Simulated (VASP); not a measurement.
CdS (Hawleyite): single point with PBE

The system is CdS (Hawleyite).

```
CELL_PARAMETERS angstrom
0.00000 2.92135 2.92135
2.92135 0.00000 2.92135
2.92135 2.92135 0.00000
ATOMIC_POSITIONS crystal
Cd 0.00984 0.99449 0.99729
S 0.23711 0.25698 0.25981
```

| Quantity | Value |
| --- | --- |
| Program | VASP 6.6.1 |
| Task | single point |
| Functional | PBE |
| Potentials or basis | VASP PAW PBE potentials, release 64 (Cd, S) |
| Cutoff | 520 eV |
| k mesh | 4 × 4 × 4 |
| Occupations | gaussian, width 0.01 eV |
| Spin | no spin polarisation |
| Dipole correction | no |
| Further INCAR settings | ALGO = Normal; EDIFF = 1e-06; NBANDS = 16 |

```yaml
Pressure: 3.2 GPa
Largest_force: 0.393 eV/Å
Band_gap_on_the_k_mesh: 1.12 eV, direct
```

Forces in eV/Å, atoms in the order of the input:
```
Cd   0.359 -0.113 -0.114
S   -0.359  0.113  0.114
```

Stress tensor (GPa, compression positive):
```
 3.10  0.54  0.54
 0.54  3.24 -1.60
 0.54 -1.60  3.24
```

Levels at points of the mesh, in eV from the valence-band top:
| k point | band 7 | band 8 | band 9 | band 10 | band 11 | band 12 |
| --- | --- | --- | --- | --- | --- | --- |
| (0.00, 0.00, 0.00) | -0.04 | -0.02 | 0.00 | 1.12 | 6.51 | 6.52 |
| (0.50, 0.00, 0.00) | -4.24 | -0.75 | -0.66 | 2.87 | 6.82 | 7.00 |
| (0.00, 0.50, 0.00) | -4.48 | -0.88 | -0.70 | 3.04 | 6.84 | 7.21 |
| (0.00, 0.00, 0.50) | -4.48 | -0.88 | -0.70 | 3.04 | 6.84 | 7.21 |
| (0.50, 0.50, 0.50) | -4.38 | -0.86 | -0.65 | 2.97 | 6.77 | 7.19 |
| (0.50, 0.50, 0.00) | -3.96 | -1.89 | -1.86 | 3.52 | 4.31 | 9.19 |
| (0.00, 0.50, 0.50) | -3.95 | -1.89 | -1.86 | 3.51 | 4.34 | 9.19 |
| (0.50, 0.00, 0.50) | -3.96 | -1.89 | -1.86 | 3.52 | 4.31 | 9.19 |

Wall time 56 s on 1 thread of AMD EPYC 7R13 Processor (Zen 3), with other jobs on the host, peak memory 0.15 GiB.

Caveat: the k points lie up to 0.47 Å⁻¹ apart. A hybrid or GW would open this gap; PBE tends to underestimate it.
